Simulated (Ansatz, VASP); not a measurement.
## One calculation of Sc2AlN3, two programs

The input INCAR:

```
ALGO = Normal
EDIFF = 1E-6
ENCUT = 520
GGA = PE
ISIF = 2
ISMEAR = 0
LASPH = True
LCHARG = False
LREAL = False
LWAVE = False
NBANDS = 52
NELM = 60
PREC = Accurate
SIGMA = 0.02
```

Contents of KPOINTS:

```
k-points
0
Gamma
  12 12 2
```

POSCAR

```
Sc2AlN3
1.0
    3.4392501224      0.0000000000      0.0000000000
   -1.7196250612      2.9784779759      0.0000000000
    0.0000000000      0.0000000000     15.3362120967
Sc Al N
4 2 6
Direct
    0.3333333333      0.6666666667      0.3331881488
    0.3333333333      0.6666666667      0.6565739048
    0.6666666667      0.3333333333      0.1565739048
    0.6666666667      0.3333333333      0.8331881488
    0.3333333333      0.6666666667      0.0011471700
    0.6666666667      0.3333333333      0.5011471700
    0.3333333333      0.6666666667      0.1242650626
    0.3333333333      0.6666666667      0.4737368374
    0.3333333333      0.6666666667      0.7960888663
    0.6666666667      0.3333333333      0.2960888663
    0.6666666667      0.3333333333      0.6242650626
    0.6666666667      0.3333333333      0.9737368374
```

Input for Ansatz:

```yaml
crystal:
  lattice:
    - [3.4392501224, 0.0, 0.0]
    - [-1.7196250612, 2.9784779759, 0.0]
    - [0.0, 0.0, 15.3362120967]
  atoms:
    - { symbol: Sc, position: [0.3333333333, 0.6666666667, 0.3331881488] }
    - { symbol: Sc, position: [0.3333333333, 0.6666666667, 0.6565739048] }
    - { symbol: Sc, position: [0.6666666667, 0.3333333333, 0.1565739048] }
    - { symbol: Sc, position: [0.6666666667, 0.3333333333, 0.8331881488] }
    - { symbol: Al, position: [0.3333333333, 0.6666666667, 0.00114717] }
    - { symbol: Al, position: [0.6666666667, 0.3333333333, 0.50114717] }
    - { symbol: "N", position: [0.3333333333, 0.6666666667, 0.1242650626] }
    - { symbol: "N", position: [0.3333333333, 0.6666666667, 0.4737368374] }
    - { symbol: "N", position: [0.3333333333, 0.6666666667, 0.7960888663] }
    - { symbol: "N", position: [0.6666666667, 0.3333333333, 0.2960888663] }
    - { symbol: "N", position: [0.6666666667, 0.3333333333, 0.6242650626] }
    - { symbol: "N", position: [0.6666666667, 0.3333333333, 0.9737368374] }
basis:
  ecutwfc: 420
kpoints:
  mp_grid: { grid: [12, 12, 2] }
  band_path:
    path:
      - [[0.0, 0.0, 0.0], [0.5, 0.0, 0.0], [0.33333333, 0.33333333, 0.0], [0.0, 0.0, 0.0], [0.0, 0.0, 0.5], [0.5, 0.0, 0.5], [0.33333333, 0.33333333, 0.5], [0.0, 0.0, 0.5]]
      - [[0.5, 0.0, 0.5], [0.5, 0.0, 0.0]]
      - [[0.33333333, 0.33333333, 0.5], [0.33333333, 0.33333333, 0.0]]
    npoints: 10
hamiltonian:
  xc: pbe
scf:
  occupations: { method: gaussian, width: 0.02 }
  n_extra_bands: 30
output:
  forces: true
  stress: true
  eigenvalues: true
  populations: true
  dos: { projected: true, de: 0.02, nscf_kmesh: { grid: [18, 18, 3] } }
  bader: false
  write_density: true
  write_potential: true
  elf: true
  volumetric_format: npy
```

Alike in both runs: task single point; functional PBE; k mesh 12 × 12 × 2; occupations gaussian, width 0.02 eV; no spin polarisation.

```csv
,VASP,Ansatz
version,VASP 6.6.1,Ansatz 0.2.0
potentials or method,"VASP PAW PBE potentials, release 64 (Sc_sv, Al, N), cutoff 520 eV","scalar-relativistic, plane waves, PAW"
valence electrons in the cell,80,80
```

|  | VASP | Ansatz | Ansatz less VASP |
| --- | --- | --- | --- |
| gap on the k mesh at the Fermi level (eV) | 3.19 | 3.19 | +0.002 |
| least direct gap on the mesh (eV) | 3.35 | 3.35 | -0.001 |
| pressure (GPa) | 0.6 | 0.0 | -0.53 |
| traceless stress, the component that is largest in VASP (GPa) | -0.09 | -0.02 | +0.074 |
| rms of the force components (eV/Å) | 0.014 | 0.003 | -0.0112 |

Atom by atom the forces differ by 0.015 eV/Å (rms over components).
